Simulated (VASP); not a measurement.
# O (Fmmm) in VASP: a series of runs

The runs below take O through electric field gradients, with PBE.

Everything below comes from runs of VASP 6.6.1. Logs are shortened: lines on timing, memory, paths and dates and some standing lists are left out, and cuts for length are marked.

### Step 1. The cell of the first run

The structure is orthorhombic, space group Fmmm (No. 69). Conventional cell: a = 2.957 Å, b = 4.215 Å, c = 6.690 Å, α = 90.00°, β = 90.00°, γ = 90.00°. O (site symmetry mm2) has 1 O at 1.17 Å within 1.6 Å.

### Step 2. Electric field gradients, PBE

Input file INCAR:

```
SYSTEM = O
  ALGO = Normal
  EDIFF = 1E-8
  ENCUT = 520
  GGA = PE
  ISIF = 2
  ISMEAR = -1
  LASPH = .True.
  LCHARG = .False.
  LEFG = .True.
  LREAL = .False.
  LWAVE = .False.
  NBANDS = 13
  NELM = 100
  PREC = Accurate
  SIGMA = 0.03
```

Input file KPOINTS:

```
k-points
0
Gamma
  9 9 9
  0 0 0
```

Input file POSCAR:

```
O
1.0
    0.0000000000      2.1075500000      3.3448500000
    1.4783500000      0.0000000000      3.3448500000
    1.4783500000      2.1075500000      0.0000000000
O
2
Direct
    0.0871000000      0.0871000000      0.9129000000
    0.9129000000      0.9129000000      0.0871000000
```

Potentials or basis: VASP PAW PBE potentials, release 64 (O).

On the command line:

```sh
> cat potpaw_PBE.64/O/POTCAR > POTCAR
> mpirun -np 1 vasp_std > vasp.out
```

OUTCAR:

```text
SYSTEM = O
   EDIFF = 1E-8
   ENCUT = 520
   GGA = PE
   ISIF = 2
   ISMEAR = -1
   LASPH = .True.
   LREAL = .False.
   NELM = 100
   PREC = Accurate

 ion  position               nearest neighbor table
   1  0.087  0.087  0.913-   2 1.17
   2  0.913  0.913  0.087-   1 1.17

  LATTYP: Found a face centered orthorhombic cell.
 ALAT       =     2.9567000000
 B/A-ratio  =     1.4256096324
 C/A-ratio  =     2.2625562282

  Lattice vectors:

 A1 = (   0.0000000000,   2.1075500000,   3.3448500000)
 A2 = (   1.4783500000,   0.0000000000,   3.3448500000)
 A3 = (   1.4783500000,   2.1075500000,   0.0000000000)

Analysis of symmetry for initial positions (statically):
=====================================================================
 Subroutine PRICEL returns:
 Original cell was already a primitive cell.

 Routine SETGRP: Setting up the symmetry group for a
 face centered orthorhombic supercell.

 Subroutine GETGRP returns: Found  8 space group operations
 (whereof  8 operations were pure point group operations)
 out of a pool of  8 trial point group operations.

The static configuration has the point symmetry D_2h.

Analysis of symmetry for dynamics (positions and initial velocities):
=====================================================================
 Subroutine PRICEL returns:
 Original cell was already a primitive cell.

 Routine SETGRP: Setting up the symmetry group for a
 face centered orthorhombic supercell.

 Subroutine GETGRP returns: Found  8 space group operations
 (whereof  8 operations were pure point group operations)
 out of a pool of  8 trial point group operations.

The dynamic configuration has the point symmetry D_2h.

 Subroutine INISYM returns: Found  8 space group operations
 (whereof  8 operations are pure point group operations),
 and found     1 'primitive' translations

----------------------------------------------------------------------------------------

                                     Primitive cell

  volume of cell :      20.8431

  direct lattice vectors                    reciprocal lattice vectors
     0.000000000  2.107550000  3.344850000    -0.338214902  0.237242296  0.149483534
     1.478350000  0.000000000  3.344850000     0.338214902 -0.237242296  0.149483534
     1.478350000  2.107550000  0.000000000     0.338214902  0.237242296 -0.149483534

  length of vectors
     3.953452735  3.656985131  2.574351515     0.439338769  0.439338769  0.439338769

  position of ions in fractional coordinates (direct lattice)
     0.087100000  0.087100000  0.912900000
     0.912900000  0.912900000  0.087100000

  ion indices of the primitive-cell ions
   primitive index   ion index
                 1           1
                 2           2

----------------------------------------------------------------------------------------

 KPOINTS: k-points

Automatic generation of k-mesh.
 Grid dimensions read from file:
 generate k-points for:    9    9    9

 Generating k-lattice:

  Cartesian coordinates                     Fractional coordinates (reciprocal lattice)
    -0.037579434  0.026360255  0.016609282     0.111111111  0.000000000  0.000000000
     0.037579434 -0.026360255  0.016609282     0.000000000  0.111111111  0.000000000
     0.037579434  0.026360255 -0.016609282     0.000000000  0.000000000  0.111111111

  Length of vectors
     0.048815419  0.048815419  0.048815419

  Shift w.r.t. Gamma in fractional coordinates (k-lattice)
     0.000000000  0.000000000  0.000000000

 Subroutine IBZKPT returns following result:
 ===========================================

 Found    125 irreducible k-points:

 Following reciprocal coordinates:
            Coordinates               Weight
  0.000000  0.000000  0.000000      1.000000
  0.111111 -0.000000  0.000000      8.000000
  0.222222 -0.000000 -0.000000      8.000000
  0.333333 -0.000000  0.000000      8.000000
  0.444444 -0.000000 -0.000000      8.000000
  0.111111  0.111111  0.000000      2.000000
[... 16 lines left out ...]
 -0.333333  0.333333 -0.000000      4.000000
  0.444444  0.444444  0.000000      2.000000
 [... further k-points ...]
   k-points           NKPTS =    125   k-points in BZ     NKDIM =    125   number of bands    NBANDS=     13
   number of dos      NEDOS =    301   number of ions     NIONS =      2
   total plane-waves  NPLWV =  16800
   dimension x,y,z NGX =    30 NGY =   28 NGZ =   20
   dimension x,y,z NGXF=    60 NGYF=   56 NGZF=   40
   ions per type =               2
   NGX,Y,Z   is equivalent  to a cutoff of  12.62, 12.73, 12.92 a.u.
   NGXF,Y,Z  is equivalent  to a cutoff of  25.23, 25.46, 25.83 a.u.
 SYSTEM =  O
   PREC   = accura    normal or accurate (medium, high low for compatibility)
   ISTART =      0    job   : 0-new  1-cont  2-samecut
   ICHARG =      2    charge: 1-file 2-atom 10-const
   ISPIN  =      1    spin polarized calculation?
   LNONCOLLINEAR =      F non collinear calculations
   LSORBIT =      F    spin-orbit coupling
   LASPH  =      T    aspherical Exc in radial PAW
   ENCUT  =  520.0 eV  38.22 Ry    6.18 a.u.   7.35  6.80  4.79*2*pi/ulx,y,z
   NELM   =    100;   NELMIN=  2; NELMDL= -5     # of ELM steps
   EDIFF  = 0.1E-07   stopping-criterion for ELM
   LREAL  =      F    real-space projection
   EDIFFG = 0.1E-06   stopping-criterion for IOM
   NSW    =      0    number of steps for IOM
   IBRION =     -1    ionic relax: 0-MD 1-quasi-New 2-CG
   NFREE  =      0    steps in history (QN), initial steepest desc. (CG)
   ISIF   =      2    stress and relaxation
   ISYM   =      2    0-nonsym 1-usesym 2-fastsym
   POTIM  = 0.5000    time-step for ionic-motion
   TEBEG  =    0.0;   TEEND  =   0.0 temperature during run
   PSTRESS=    0.0 pullay stress
   NELECT =      12.0000    total number of electrons
   NUPDOWN=      -1.0000    fix difference up-down
   EMIN   =  10.00;   EMAX   =-10.00  energy-range for DOS
   EFERMI =   0.00;   METHOD = LEGACY
   ISMEAR =    -1;   SIGMA  =   0.03  broadening in eV -4-tet -1-fermi 0-gaus
   EFERMI_NEDOS =   21; number of points for ismear=-14 and -15
   IALGO  =     38    algorithm
   IMIX   =      4    mixing-type and parameters
     AMIX     =   0.40;   BMIX     =  1.00
     AMIX_MAG =   1.60;   BMIX_MAG =  1.00
  volume/ion in A,a.u.               =      10.42        70.33
  Fermi-wavevector in a.u.,A,eV,Ry     =   1.361909  2.573634 25.236021  1.854795
  Thomas-Fermi vector in A             =   2.488444
   LORBIT       =      0    0 simple, 1 ext, 2 COOP (PROOUT), +10 PAW based schemes
   GGA     = PE    functional components
[... 5 lines left out ...]
 non-spin polarized calculation
  energy-cutoff  :      520.00
  volume of cell :       20.84
 maximum number of plane-waves:       576
 NGX is ok and might be reduce to    30
   NGX = 15   NGY = 13   NGZ =  9

 number of electron      12.0000001 magnetization

 Free energy of the ion-electron system (eV)
  ---------------------------------------------------
  ext. energy  EPLUGINS =         0.00000000
  ---------------------------------------------------
  free energy    TOTEN  =        -9.31064600 eV

  energy without entropy =       -9.30632730  energy(sigma->0) =       -9.30848665

 E-fermi :   1.4760     XC(G=0):  -9.9062

 val. band max:        1.4557616116   @ k =  -0.3333   0.0000   0.2222
 cond. band min:       1.4796200708   @ k =   0.4444   0.2222  -0.0000
 fundamental gap:      0.0238584592
 Fermi energy:         1.4760235627

 k-point     1 :       0.0000    0.0000    0.0000
  band No.  band energies     occupation
      1     -27.4022      2.00000
      2     -12.5522      2.00000
      3      -8.2016      2.00000
      4      -5.1723      2.00000
      5      -4.8643      2.00000
      6       2.0389      0.00000
      7       2.5933      0.00000
      8      10.8543      0.00000
      9      13.6205      0.00000
     10      16.9023      0.00000
     11      21.2639      0.00000
     12      22.2339      0.00000
     13      26.5836      0.00000

 k-point     2 :       0.1111   -0.0000    0.0000
  band No.  band energies     occupation
      1     -27.3438      2.00000
      2     -12.5609      2.00000
      3      -8.0765      2.00000
      4      -5.3701      2.00000
      5      -4.9748      2.00000
      6       1.8542      0.00001
      7       2.4810      0.00000
      8      11.2477      0.00000
      9      13.6413      0.00000
     10      16.8196      0.00000
     11      21.5292      0.00000
[... 339 lines left out ...]
 k-point    24 :       0.4444    0.4444    0.0000
  band No.  band energies     occupation
      1     -27.3066      2.00000
      2     -13.9838      2.00000
      3      -5.8564      2.00000
      4      -5.3821      2.00000
      5      -4.8911      2.00000
      6       2.5648      0.00000
      7       2.6648      0.00000
      8       9.9381      0.00000
      9      10.7929      0.00000
     10      16.3214      0.00000
     11      20.6079      0.00000
     12      27.4925      0.00000
     13      27.9689      0.00000

 [... further k-points ...]
[... 5 lines left out ...]
  --------------------------------------------------------------------------------------
  -------------------------------------------------------------------------------------
  Total       -0.1637550     -0.7783325      8.0278284     -0.0000000      0.0000000      0.0000000
  in kB      -12.5876151    -59.8293078    617.0876697     -0.0000000      0.0000000      0.0000000
  external PRESSURE =     181.5569156 kB  Pullay stress =       0.0000000 kB

 VOLUME and BASIS-vectors are now :
 -----------------------------------------------------------------------------
  energy-cutoff  :      520.00
  volume of cell :       20.84
      direct lattice vectors                 reciprocal lattice vectors
     0.000000000  2.107550000  3.344850000    -0.338214902  0.237242296  0.149483534
     1.478350000  0.000000000  3.344850000     0.338214902 -0.237242296  0.149483534
     1.478350000  2.107550000  0.000000000     0.338214902  0.237242296 -0.149483534

 POSITION                                       TOTAL-FORCE (eV/Angst)
 -----------------------------------------------------------------------------------
      1.47835      2.10755      0.58267         0.000000      0.000000      5.754910
      1.47835      2.10755      6.10703         0.000000      0.000000     -5.754910
 -----------------------------------------------------------------------------------
    total drift:                                0.000000      0.000000      0.000000

  FREE ENERGIE OF THE ION-ELECTRON SYSTEM (eV)
  ---------------------------------------------------
  free  energy   TOTEN  =        -9.3106460007 eV

  energy  without entropy=       -9.3063273013  energy(sigma->0) =       -9.30848665

 Electric field gradients (V/A^2)
---------------------------------------------------------------------
 ion       V_xx      V_yy      V_zz      V_xy      V_xz      V_yz
---------------------------------------------------------------------
   1     -65.555   -47.926   113.482    -0.000     0.003     0.002
   2     -65.555   -47.926   113.482    -0.000     0.003     0.002
---------------------------------------------------------------------

 Electric field gradients after diagonalization (V/A^2)
 (convention: |V_zz| > |V_xx| > |V_yy|)
----------------------------------------------------------------------
 ion       V_xx      V_yy      V_zz     asymmetry (V_yy - V_xx)/ V_zz
----------------------------------------------------------------------
   1     -65.555   -47.926   113.482       0.155
   2     -65.555   -47.926   113.482       0.155
----------------------------------------------------------------------

           NMR quadrupolar parameters

 Cq : quadrupolar parameter    Cq=e*Q*V_zz/h
 eta: asymmetry parameters     (V_yy - V_xx)/ V_zz
 Q  : nuclear electric quadrupole moment in mb (millibarn)
----------------------------------------------------------------------
 ion       Cq(MHz)       eta       Q (mb)
----------------------------------------------------------------------
   1       0.274       0.155       1.000
   2       0.274       0.155       1.000
----------------------------------------------------------------------
```

Wall time 22 s (1 thread of Intel Xeon Platinum 8488C (Sapphire Rapids), shared host); peak memory 0.15 GiB.

What came out:

* Free energy: -9.3106 eV
* Pressure: 18.2 GPa
* Largest force: 5.755 eV/Å
* Band gap on the k mesh: zero (band 6 reaches 2.56 eV, above the bottom of band 7 at 0.93 eV)

Forces in eV/Å, atoms in the order of the input:
```
O    0.000  0.000  5.755
O    0.000  0.000 -5.755
```

Electric field gradients, principal values (V/Å²):
```csv
atom,least,middle,greatest (by size)
1 O,-47.926,-65.555,113.482
2 O,-47.926,-65.555,113.482
```

Caveat: the standard files for N, O and F lose accuracy on very short bonds; spin is off for a triplet molecule; without QUAD_EFG the Cq values of the log hold for a quadrupole moment of 1 mb, not for the nuclei; forces of over 1 eV/Å act on the atoms, so gaps and moduli don't describe the material at rest.

(Part 1 of 2 ends here.)
